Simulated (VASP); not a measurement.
Sn, 2 atoms in the cell. Symmetry: P6_3/mmc, No. 194, hexagonal system. Conventional cell: a = 2.606 Å, b = 2.606 Å, c = 4.221 Å, α = 90.00°, β = 90.00°, γ = 120.00°. Within 3.4 Å of Sn (site symmetry -6m2) lie 12 Sn at 2.59 to 2.61 Å. This isn't the form of Sn at room conditions, which is tetragonal (white tin).

| Property | Result |
| --- | --- |
| Program | VASP 6.6.1 |
| Task | relaxation of cell and atoms |
| Functional | LDA |
| Potentials or basis | VASP PAW LDA potentials, release 64 (Sn_d) |
| Cutoff | 600 eV |
| k mesh | 16 × 16 × 9 |
| Occupations | fermi-dirac, width 0.05 eV |
| Spin | no spin polarisation |
| Target pressure | 240 GPa |
| Dipole correction | no |
| Further INCAR settings | ALGO = Normal; EDIFF = 1e-07; IBRION = 2; EDIFFG = -0.005; NSW = 60; ISIF = 3 |

Potentials or basis: VASP PAW LDA potentials, release 64 (Sn_d).

The run is started by

```console
$ cat potpaw_LDA.64/Sn_d/POTCAR > POTCAR
$ mpirun -np 1 vasp_std > vasp.out
```

Hardware: 1 thread of Intel(R) Xeon(R) 6975P-C (Granite Rapids), with other jobs on the host.

Problem. How long does it take, and how much memory?

Solution. It took 120 s on 1 thread of Intel(R) Xeon(R) 6975P-C (Granite Rapids), on a shared host, peak memory 0.19 GiB. Counts: scf iterations 56, k points 150, ion steps 8.
